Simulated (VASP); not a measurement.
Wanted: the native input for a VASP 6.6.1 run.

- Task: single point
- Functional: PBEsol
- Potentials or basis: VASP PAW PBE potentials, release 64 (N, B)
- Cutoff: 520 eV
- k mesh: 12 × 12 × 12
- Occupations: fermi-dirac, width 0.05 eV
- Spin: no spin polarisation
- Dipole correction: no
- Further INCAR settings: ALGO = Normal; EDIFF = 1e-07; NBANDS = 11

The structure of BN lies in POSCAR:

```
BN
1.0
    1.2357604277      0.7134666156      2.6423620085
   -1.2357604277      0.7134666156      2.6423620085
    0.0000000000     -1.4269332312      2.6423620085
N B
1 1
Direct
    0.6693125524      0.6693125524      0.6693125524
   -0.0017455524     -0.0017455524     -0.0017455524
```

One way to write it, as run:

INCAR

```
SYSTEM = BN
ALGO = Normal ; EDIFF = 1E-7
ENCUT = 520 ; GGA = PS
ISIF = 2 ; ISMEAR = -1
LASPH = .True. ; LCHARG = .True.
LELF = .True. ; LREAL = .False.
LVHAR = .True. ; LWAVE = .False.
NBANDS = 11 ; NELM = 80
PREC = Accurate ; SIGMA = 0.05
```

KPOINTS

```
k-points
0
Gamma
  12 12 12
  0 0 0
```

Potentials or basis: VASP PAW PBE potentials, release 64 (N, B).

The run is started by

```console
$ cat potpaw_PBE.64/N/POTCAR potpaw_PBE.64/B/POTCAR > POTCAR
$ mpirun -np 1 vasp_std > vasp.out
```

It gave:

```json
{
  "Pressure": "20.5 GPa",
  "Band gap on the k mesh": "3.41 eV, indirect (least direct gap 4.89 eV)"
}
```

Caveat: the PAW data sets were made with another functional, which shifts forces and pressure a little.

It took 16 s on 1 thread of Intel(R) Xeon(R) Platinum 8488C (Sapphire Rapids) (shared host), peak memory 0.15 GiB.
